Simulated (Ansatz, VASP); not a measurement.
## Zr2N: VASP beside Ansatz

```
CELL_PARAMETERS angstrom
5.79965 0.00000 0.00000
0.00000 5.79965 0.00000
0.00000 0.00000 3.53443
ATOMIC_POSITIONS crystal
Zr 0.29625 0.29625 0.00000
Zr 0.70375 0.70375 0.00000
Zr 0.79625 0.20375 0.50000
Zr 0.20375 0.79625 0.50000
N 0.00000 0.00000 0.00000
N 0.50000 0.50000 0.50000
```

Change from the starting cell: strain +0.080 along x and y, +0.080 along z, atoms carried along.

Alike in both runs: task single point; functional PBEsol; k mesh 10 × 10 × 14; occupations gaussian, width 0.15 eV; no spin polarisation.

|  | VASP | Ansatz |
| --- | --- | --- |
| version | VASP 6.6.1 | Ansatz 0.2.0 |
| potentials or method | VASP PAW PBE potentials, release 64 (Zr_sv, N), cutoff 520 eV | scalar-relativistic, plane waves, PAW |
| valence electrons in the cell | 58 | 58 |

VASP gave:

```
gap on the k mesh at the Fermi level (eV)                     : none
pressure (GPa)                                                : -27.1
traceless stress, the component that is largest in VASP (GPa) : -0.98
rms of the force components (eV/Å)                            : 0.156
```

Q: Estimate Ansatz's values.

A: gap on the k mesh at the Fermi level (eV): none; pressure (GPa): -27.2; traceless stress, the component that is largest in VASP (GPa): -0.99; rms of the force components (eV/Å): 0.157.

VASP's potentials were made for PBE, not for PBEsol. Atom by atom the forces differ by 0.001 eV/Å (rms over components). A gap of «none» marks a metal or a gap that the smearing closes. The functional is the same, so the differences come from potentials, cutoffs and numerics.
